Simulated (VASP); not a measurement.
## INO: single point with PBE

The system is INO.

```
CELL_PARAMETERS angstrom
3.63082 0.00000 0.00000
0.00000 3.63082 0.00000
0.00000 0.00000 8.33160
ATOMIC_POSITIONS crystal
I 0.25000 0.25000 0.64900
I 0.75000 0.75000 0.35100
N 0.25000 0.25000 0.20600
N 0.75000 0.75000 0.79400
O 0.75000 0.25000 0.00000
O 0.25000 0.75000 0.00000
```

```yaml
Program: VASP 6.6.1
Task: single point
Functional: PBE
Potentials_or_basis: VASP PAW PBE potentials, release 64 (I, N, O)
Cutoff: 520 eV
k_mesh: 9 × 9 × 4
Occupations: gaussian, width 0.0913 eV
Spin: no spin polarisation
```

```yaml
Pressure: -12.1 GPa
Largest_force: 1.515 eV/Å
Band_gap_on_the_k_mesh: zero (bands 18 and 19 overlap by 0.30 eV)
```

Forces on the atoms (eV/Å):
```
I    0.000  0.000  1.515
I    0.000  0.000 -1.515
N    0.000  0.000 -0.629
N    0.000  0.000  0.629
O    0.000  0.000  0.000
O    0.000  0.000  0.000
```

Stress tensor (GPa, compression positive):
```
-13.48   0.00   0.00
  0.00 -13.48   0.00
  0.00   0.00  -9.22
```

Levels at points of the mesh, in eV from the Fermi level:
| k point | band 15 | band 16 | band 17 | band 18 | band 19 | band 20 | band 21 | band 22 |
| --- | --- | --- | --- | --- | --- | --- | --- | --- |
| (0.00, 0.00, 0.00) | -0.89 | -0.69 | -0.69 | 0.16 | 0.16 | 0.81 | 0.81 | 0.99 |
| (0.00, 0.00, 0.50) | -1.05 | -0.69 | -0.24 | -0.04 | -0.04 | 0.43 | 0.84 | 0.84 |

It took 4.7 min on 1 thread of Intel Xeon 8259CL, with other jobs on the host, peak memory 0.29 GiB.

Caveat: the cell stands under tension; spin-orbit coupling is left out, which moves the levels of the heavy elements; forces of over 1 eV/Å act on the atoms, so gaps and moduli don't describe the material at rest.
